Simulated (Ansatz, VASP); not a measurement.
# One calculation of NbC, two programs

```
Nb C
1.0
     0.00000    2.20000    2.20000
     2.20000    0.00000    2.20000
     2.20000    2.20000    0.00000
Nb C
1 1
Direct
  0.00000 0.00000 0.00000
  0.50000 0.50000 0.50000
```

Alike in both runs: task single point; functional PBEsol; k mesh 18 × 18 × 18; occupations gaussian, width 0.15 eV; no spin polarisation.

|  | VASP | Ansatz |
| --- | --- | --- |
| version | VASP 6.6.1 | Ansatz 0.2.0 |
| potentials or method | VASP PAW PBE potentials, release 64 (Nb_sv, C), cutoff 600 eV | scalar-relativistic, plane waves, PAW |
| valence electrons in the cell | 17 | 17 |

Ansatz gave:

| Quantity | Value |
| --- | --- |
| gap on the k mesh at the Fermi level (eV) | none |
| pressure (GPa) | 11.6 |

Q: Estimate VASP's values.

A: gap on the k mesh at the Fermi level (eV): none; pressure (GPa): 11.1.

VASP's potentials were made for PBE, not for PBEsol. A gap of «none» marks a metal or a gap that the smearing closes.
